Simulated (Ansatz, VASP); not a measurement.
Two plane-wave programs on Rb

INCAR

```
PREC = Accurate
ENCUT = 520
EDIFF = 1E-7
ISMEAR = 0
SIGMA = 0.15
LREAL = False
LASPH = True
NELM = 60
ALGO = Fast
ISIF = 2
LWAVE = False
LCHARG = False
GGA = PS
NBANDS = 10
```

File KPOINTS:

```
Automatic mesh
0
Gamma
  12 12 12
```

File POSCAR:

```
Rb
1.0
   -2.7639100000      2.7639100000      2.8901800000
    2.7639100000     -2.7639100000      2.8901800000
    2.7639100000      2.7639100000     -2.8901800000
Rb
1
Direct
    0.0000000000      0.0000000000      0.0000000000
```

Input for Ansatz:

```yaml
crystal:
  lattice:
    - [-2.76391, 2.76391, 2.89018]
    - [2.76391, -2.76391, 2.89018]
    - [2.76391, 2.76391, -2.89018]
  atoms:
    - { symbol: Rb, position: [0.0, 0.0, 0.0] }
basis:
  ecutwfc: 420
kpoints:
  mp_grid: { grid: [12, 12, 12] }
hamiltonian:
  xc: pbesol
scf:
  occupations: { method: gaussian, width: 0.15 }
output:
  forces: true
  stress: true
  eigenvalues: true
```

Change from the starting cell: strain -0.015 along x and y, +0.030 along z, atoms carried along.

Alike in both runs: task single point; functional PBEsol; k mesh 12 × 12 × 12; occupations gaussian, width 0.15 eV; no spin polarisation.

|  | VASP | Ansatz |
| --- | --- | --- |
| version | VASP 6.6.1 | Ansatz 0.2.0 |
| potentials or method | VASP PAW PBE potentials, release 64 (Rb_sv), cutoff 520 eV | scalar-relativistic, plane waves, PAW |
| valence electrons in the cell | 9 | 9 |

|  | VASP | Ansatz | Ansatz less VASP |
| --- | --- | --- | --- |
| gap on the k mesh at the Fermi level (eV) | none | none | - |
| pressure (GPa) | -0.1 | -0.1 | 0.00 |

VASP's potentials were made for PBE, not for PBEsol. A gap of «none» marks a metal or a gap that the smearing closes.
